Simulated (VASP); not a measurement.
## Rh: single point with PBE

Crystal: Rh.

```xyz
1
Lattice="0.0000 1.7546 2.2810 1.7546 0.0000 2.2810 1.7546 1.7546 0.0000" Properties=species:S:1:pos:R:3 pbc="T T T"
Rh    0.0000    0.0000    0.0000
```

This cell differs from its parent crystal: ratio of the length along z to the lengths across it x 1.3, volume and fractional coordinates fixed.

* Program: VASP 6.6.1
* Task: single point
* Functional: PBE
* Potentials or basis: VASP PAW PBE potentials, release 64 (Rh_pv)
* Cutoff: 520 eV
* k mesh: 30 × 30 × 30
* Occupations: gaussian, width 0.15 eV
* Spin: no spin polarisation

```yaml
Pressure: 12.2 GPa
Band_gap_on_the_k_mesh: zero (an odd number of electrons rules out a gap without spin polarisation)
```

Stress tensor (GPa, compression positive):
```
 29.15   0.00   0.00
  0.00  29.15   0.00
  0.00   0.00 -21.67
```

Levels at points of the mesh, in eV from the Fermi level:
| k point | band 4 | band 5 | band 6 | band 7 | band 8 | band 9 | band 10 | band 11 |
| --- | --- | --- | --- | --- | --- | --- | --- | --- |
| (0.00, 0.00, 0.00) | -7.73 | -4.80 | -2.94 | -1.56 | -1.56 | 0.60 | 17.05 | 17.15 |
| (0.50, 0.00, 0.00) | -5.85 | -4.18 | -1.75 | 0.29 | 0.88 | 1.02 | 8.97 | 13.97 |
| (0.50, 0.50, 0.00) | -6.06 | -5.91 | 0.30 | 0.83 | 0.83 | 1.01 | 7.66 | 16.74 |
| (0.50, 0.00, 0.50) | -6.29 | -5.31 | -0.56 | 0.15 | 2.48 | 5.36 | 11.28 | 13.41 |

It took 3.1 min on 1 thread of Intel(R) Xeon(R) Platinum 8559C (Emerald Rapids) (shared host), peak memory 0.46 GiB.

Caveat: the stress differs along the axes, from -22 to 29 GPa.
